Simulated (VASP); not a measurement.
# Na3Cl in VASP: a series of runs, part 2 of 2

VASP 6.6.1. Earlier steps stand in the parts before.

### Step 3. Single point, PBEsol

This run uses another cell than the first one, of 29.98 Å³/atom, 1.020 times its volume.

Input file INCAR:

```
  PREC = Accurate
  ENCUT = 520
  EDIFF = 1E-6
  ISMEAR = -1
  SIGMA = 0.05
  LREAL = F
  LASPH = T
  NELM = 100
  ALGO = Normal
  ISIF = 2
  LWAVE = F
  LCHARG = F
  GGA = PS
  NBANDS = 22
```

Input file KPOINTS:

```
regular mesh
0
Gamma
  8 8 3
```

Input file POSCAR:

```
Na3Cl
1.0
    3.5322955106      0.0000000000      0.0000000000
    0.0000000000      3.5322955106      0.0000000000
    0.0000000000      0.0000000000      9.6118080365
Cl Na
1 3
Direct
    0.0000000000      0.0000000000      0.0000000000
    0.5000000000      0.5000000000      0.1743329800
    0.5000000000      0.5000000000      0.8256670200
    0.0000000000      0.0000000000      0.5000000000
```

Potentials or basis: VASP PAW PBE potentials, release 64 (Cl, Na_pv).

Command:

```bash
$ cat potpaw_PBE.64/Cl/POTCAR potpaw_PBE.64/Na_pv/POTCAR > POTCAR
$ mpirun -np 1 vasp_std > vasp.out
```

Wall time 1.7 min (1 thread of Intel Xeon 8259CL, shared host); peak memory 0.25 GiB.

The run converged. Its results:

- Free energy: -9.3175 eV
- Pressure: -0.4 GPa
- Largest force: 0.027 eV/Å
- Band gap on the k mesh: zero (band 14 reaches 3.85 eV, above the bottom of band 15 at 0.31 eV)

Forces in eV/Å, atoms in the order of the input:
```
Cl   0.000  0.000  0.000
Na   0.000  0.000  0.027
Na   0.000  0.000 -0.027
Na   0.000  0.000  0.000
```

Levels at points of the mesh, in eV from the Fermi level:
```csv
k point,band 10,band 11,band 12,band 13,band 14,band 15,band 16,band 17,band 18,band 19
"(0.00, 0.00, 0.00)",-16.97,-5.83,-4.23,-4.23,-2.77,-0.65,0.58,3.27,5.17,5.42
"(0.50, 0.00, 0.00)",-16.67,-6.43,-5.22,-3.99,0.25,0.29,1.16,1.99,3.61,4.38
"(0.50, 0.50, 0.00)",-16.41,-5.88,-5.88,-4.85,2.15,2.93,2.93,3.22,3.22,3.43
```

Caveat: the PAW data sets were made with another functional, which shifts forces and pressure a little.

### Step 4. Single point, PBEsol

This run uses another cell than the first one, of 30.56 Å³/atom, 1.039 times its volume.

Input file INCAR:

```
SYSTEM = Na3Cl
  PREC = Accurate
  ENCUT = 520
  EDIFF = 1E-7
  ISMEAR = -1
  SIGMA = 0.05
  LREAL = .FALSE.
  LASPH = .TRUE.
  NELM = 60
  ALGO = Normal
  ISIF = 2
  LWAVE = .FALSE.
  LCHARG = .FALSE.
  GGA = PS
  NBANDS = 22
```

Input file KPOINTS:

```
regular mesh
0
G
  8 8 3
  0 0 0
```

Input file POSCAR:

```
Na3Cl
1.0
    3.5547948148      0.0000000000      0.0000000000
    0.0000000000      3.5547948148      0.0000000000
    0.0000000000      0.0000000000      9.6730313944
Cl Na
1 3
Direct
    0.0000000000      0.0000000000      0.0000000000
    0.5000000000      0.5000000000      0.1743329800
    0.5000000000      0.5000000000      0.8256670200
    0.0000000000      0.0000000000      0.5000000000
```

Potentials or basis: VASP PAW PBE potentials, release 64 (Cl, Na_pv).

Command:

```bash
$ cat potpaw_PBE.64/Cl/POTCAR potpaw_PBE.64/Na_pv/POTCAR > POTCAR
$ mpirun -np 1 vasp_std > vasp.out
```

OUTCAR:

```text
SYSTEM = Na3Cl
   PREC = Accurate
   ENCUT = 520
   EDIFF = 1E-7
   ISMEAR = -1
   LREAL = .FALSE.
   LASPH = .TRUE.
   NELM = 60
   ISIF = 2
   GGA = PS

 ion  position               nearest neighbor table
   1  0.000  0.000  0.000-
   2  0.500  0.500  0.174-
   3  0.500  0.500  0.826-
   4  0.000  0.000  0.500-

  LATTYP: Found a simple tetragonal cell.
 ALAT       =     3.5547948148
 C/A-ratio  =     2.7211222865

  Lattice vectors:

 A1 = (   3.5547948148,   0.0000000000,   0.0000000000)
 A2 = (   0.0000000000,   3.5547948148,   0.0000000000)
 A3 = (   0.0000000000,   0.0000000000,   9.6730313944)

Analysis of symmetry for initial positions (statically):
=====================================================================
 Subroutine PRICEL returns:
 Original cell was already a primitive cell.

 Routine SETGRP: Setting up the symmetry group for a
 simple tetragonal supercell.

 Subroutine GETGRP returns: Found 16 space group operations
[... 160 lines left out ...]

 Free energy of the ion-electron system (eV)
  ---------------------------------------------------
  ext. energy  EPLUGINS =         0.00000000
  ---------------------------------------------------
  free energy    TOTEN  =        -9.31006930 eV

  energy without entropy =       -9.30453105  energy(sigma->0) =       -9.30730018

 E-fermi :   1.5557     XC(G=0):  -7.1260

 val. band max:        1.4586163580   @ k =   0.2500   0.0000   0.0000
 cond. band min:       1.6056669906   @ k =   0.2500   0.1250   0.0000
 fundamental gap:      0.1470506327
 Fermi energy:         1.5556714225

 k-point     1 :       0.0000    0.0000    0.0000
  band No.  band energies     occupation
      1     -23.8050      2.00000
      2     -23.7848      2.00000
      3     -23.7848      2.00000
      4     -23.7819      2.00000
      5     -23.7819      2.00000
      6     -23.7754      2.00000
[... 589 lines left out ...]
     21       7.4041      0.00000
     22       8.5796      0.00000

 [... further k-points ...]
[... 5 lines left out ...]
  --------------------------------------------------------------------------------------
  -------------------------------------------------------------------------------------
  Total       -0.4846995     -0.4846995     -0.4980976      0.0000000      0.0000000      0.0000000
  in kB       -6.3531846     -6.3531846     -6.5288003      0.0000000      0.0000000      0.0000000
  external PRESSURE =      -6.4117232 kB  Pullay stress =       0.0000000 kB

 VOLUME and BASIS-vectors are now :
 -----------------------------------------------------------------------------
  energy-cutoff  :      520.00
  volume of cell :      122.23
      direct lattice vectors                 reciprocal lattice vectors
     3.554794815  0.000000000  0.000000000     0.281310189  0.000000000  0.000000000
     0.000000000  3.554794815  0.000000000     0.000000000  0.281310189  0.000000000
     0.000000000  0.000000000  9.673031394     0.000000000  0.000000000  0.103380208

 POSITION                                       TOTAL-FORCE (eV/Angst)
 -----------------------------------------------------------------------------------
      0.00000      0.00000      0.00000         0.000000      0.000000      0.000000
      1.77740      1.77740      1.68633        -0.000000     -0.000000      0.005412
      1.77740      1.77740      7.98670         0.000000     -0.000000     -0.005412
      0.00000      0.00000      4.83652         0.000000      0.000000      0.000000
 -----------------------------------------------------------------------------------
    total drift:                                0.000000      0.000000      0.000000

  FREE ENERGIE OF THE ION-ELECTRON SYSTEM (eV)
  ---------------------------------------------------
  free  energy   TOTEN  =        -9.3100693039 eV

  energy  without entropy=       -9.3045310492  energy(sigma->0) =       -9.30730018
```

stdout:

```text
POSCAR found type information on POSCAR ClNa
 POSCAR found :  2 types and       4 ions
 scaLAPACK will be used
 -----------------------------------------------------------------------------
|                                                                             |
|                                                                             |
|     You enforced a specific xc type in the INCAR file but a different       |
|     I HOPE YOU KNOW WHAT YOU ARE DOING!                                     |
|                                                                             |
 -----------------------------------------------------------------------------

 LDA part: xc-table for (Slater+PW92), standard interpolation
 POSCAR, INCAR and KPOINTS ok, starting setup
 FFT: planning ... GRIDC
 FFT: planning ... GRID_SOFT
 FFT: planning ... GRID
 WAVECAR not read
 entering main loop
```

It took 2 min on 1 thread of Intel Xeon 8259CL, shared host; peak memory 0.25 GiB.

Results:

| Quantity | Value |
| --- | --- |
| Free energy | -9.3101 eV |
| Pressure | -0.6 GPa |
| Largest force | 0.005 eV/Å |
| Band gap on the k mesh | zero (band 14 reaches 3.78 eV, above the bottom of band 15 at 0.24 eV) |

Forces in eV/Å, atoms in the order of the input:
```
Cl   0.000  0.000  0.000
Na   0.000  0.000  0.005
Na   0.000  0.000 -0.005
Na   0.000  0.000  0.000
```

Caveat: the PAW data sets were made with another functional, which shifts forces and pressure a little.

### Step 5. Single point, PBEsol (atoms moved at random)

Input file INCAR:

```
SYSTEM = Na3Cl
PREC = Accurate
ENCUT = 520
EDIFF = 1E-7
ISMEAR = -1
SIGMA = 0.05
LREAL = .FALSE.
LASPH = .TRUE.
NELM = 100
ALGO = Normal
ISIF = 2
LWAVE = .FALSE.
LCHARG = .FALSE.
GGA = PS
NBANDS = 22
```

Input file KPOINTS:

```
Automatic mesh
0
G
  8 8 3
  0 0 0
```

Input file POSCAR:

```
Na3Cl
1.0
    3.4864163500      0.0000000000      0.0000000000
    0.0000000000      3.4864163500      0.0000000000
    0.0000000000      0.0000000000      9.4869652300
Cl Na
1 3
Direct
   -0.0049800000      0.0081840000      0.0015140000
    0.4961450000      0.5008980000      0.1748940000
    0.5029430000      0.4939540000      0.8190910000
   -0.0022840000     -0.0041440000      0.5042720000
```

Command:

```bash
$ cat potpaw_PBE.64/Cl/POTCAR potpaw_PBE.64/Na_pv/POTCAR > POTCAR
$ mpirun -np 1 vasp_std > vasp.out
```

It took 5.1 min on 1 thread of Intel Xeon 8259CL, shared host; peak memory 0.34 GiB.

It converged, with:

* Free energy: -9.3216 eV
* Pressure: 0.0 GPa
* Largest force: 0.045 eV/Å
* Band gap on the k mesh: zero (band 14 reaches 4.10 eV, above the bottom of band 15 at 0.45 eV)

Forces on the atoms (eV/Å):
```
Cl   0.007 -0.018 -0.008
Na  -0.002  0.008  0.003
Na  -0.006  0.010  0.044
Na   0.001  0.000 -0.038
```

Stress tensor (GPa, compression positive):
```
 0.10  0.00  0.00
 0.00  0.10  0.01
 0.00  0.01 -0.15
```

Levels at points of the mesh, in eV from the Fermi level:
| k point | band 10 | band 11 | band 12 | band 13 | band 14 | band 15 | band 16 | band 17 | band 18 | band 19 |
| --- | --- | --- | --- | --- | --- | --- | --- | --- | --- | --- |
| (0.00, 0.00, 0.00) | -16.98 | -5.87 | -4.14 | -4.14 | -2.85 | -0.66 | 0.70 | 3.40 | 5.27 | 5.62 |
| (0.50, 0.00, 0.00) | -16.65 | -6.48 | -5.23 | -3.89 | 0.22 | 0.28 | 1.20 | 2.02 | 3.78 | 4.58 |
| (0.00, 0.50, 0.00) | -16.65 | -6.48 | -5.23 | -3.89 | 0.22 | 0.28 | 1.20 | 2.02 | 3.78 | 4.58 |
| (0.50, 0.50, 0.00) | -16.37 | -5.90 | -5.90 | -4.84 | 2.25 | 2.97 | 2.97 | 3.29 | 3.29 | 3.46 |

Caveat: the cell differs from its parent crystal (atoms moved at random); the PAW data sets were made with another functional, which shifts forces and pressure a little.

### Step 6. The runs side by side

| cell | gap on the mesh (eV) | pressure (GPa) | largest force (eV/Å) |
| --- | --- | --- | --- |
| a = 3.510, b = 3.510, c = 9.550 Å, 4 atoms | none | -0.2 | 0.05 |
| a = 3.532, b = 3.532, c = 9.612 Å, 4 atoms | none | -0.4 | 0.03 |
| a = 3.555, b = 3.555, c = 9.673 Å, 4 atoms | none | -0.6 | 0.01 |
| a = 3.486, b = 3.486, c = 9.487 Å, 4 atoms | none | 0.0 | 0.04 |

Alike in all rows: task single point; level PBEsol; potentials or basis VASP PAW PBE potentials, release 64 (Cl, Na_pv); no spin polarisation; k mesh 8 × 8 × 3; cutoff (eV) 520; smearing fermi-dirac 0.05 eV.

Caveats: the PAW data sets were made with another functional, which shifts forces and pressure a little.

Absolute energies hang on the potentials; compare differences alone.
